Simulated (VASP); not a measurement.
Set up this calculation in VASP 6.6.1, as the native input.

```yaml
Task: single point
Functional: PBE
Potentials_or_basis: VASP PAW PBE potentials, release 64 (Co, Si)
Cutoff: 520 eV
k_mesh: 10 × 10 × 8
Occupations: fermi-dirac, width 0.08 eV
Spin: no spin polarisation
Dipole_correction: no
Further_INCAR_settings: ALGO = Normal; EDIFF = 1e-06; NBANDS = 16
```

The structure of CoSi2 (AlB2 type) lies in POSCAR:

```
CoSi2
1.0
    3.8460555899      0.0000000001      0.0000000000
   -1.9230277950      3.3307818452      0.0000000000
    0.0000000000      0.0000000000      2.3500466563
Co Si
1 2
Direct
    0.0000000000      0.0000000000      0.0000000000
    0.3333333333      0.6666666667      0.5000000000
    0.6666666667      0.3333333333      0.5000000000
```

One way to write it, as run:

INCAR

```
PREC = Accurate
ENCUT = 520
EDIFF = 1E-6
ISMEAR = -1
SIGMA = 0.08
LREAL = F
LASPH = T
NELM = 80
ALGO = Normal
ISIF = 2
LWAVE = F
LCHARG = T
GGA = PE
LELF = T
LVHAR = T
NBANDS = 16
```

KPOINTS

```
Automatic mesh
0
Gamma
  10 10 8
```

Potentials or basis: VASP PAW PBE potentials, release 64 (Co, Si).

The run is started by

```bash
$ cat potpaw_PBE.64/Co/POTCAR potpaw_PBE.64/Si/POTCAR > POTCAR
$ mpirun -np 1 vasp_std > vasp.out
```

It gave:

```
Pressure : 53.8 GPa
```

It took 63 s on 1 thread of Intel(R) Xeon(R) Platinum 8488C (Sapphire Rapids), on a shared host, peak memory 0.16 GiB.
